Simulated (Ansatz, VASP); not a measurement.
# GaN: VASP beside Ansatz

```
CELL_PARAMETERS angstrom
3.18693 0.00000 0.00000
1.59347 2.75996 0.00000
1.59347 0.91999 2.60212
ATOMIC_POSITIONS crystal
Ga 0.00000 0.00000 0.00000
N 0.75000 0.75000 0.75000
```

Alike in both runs: task single point; functional r2SCAN; k mesh 4 × 4 × 4; occupations fermi-dirac, width 0.01 eV; no spin polarisation.

|  | VASP | Ansatz |
| --- | --- | --- |
| version | VASP 6.6.1 | Ansatz 0.2.0 |
| potentials or method | VASP PAW PBE potentials, release 64 (Ga_d, N) | plane waves, PAW |
| plane-wave cutoff (eV) | 660 | 500 |
| valence electrons in the cell | 18 | 18 |

```csv
,VASP,Ansatz,Ansatz less VASP
gap on the k mesh at the Fermi level (eV),2.10,2.11,+0.008
```

VASP's potentials were made for PBE, not for r2SCAN. The functional is the same, so the differences come from potentials, cutoffs and numerics.

The k mesh is coarse, so the values compare programs but aren't converged.
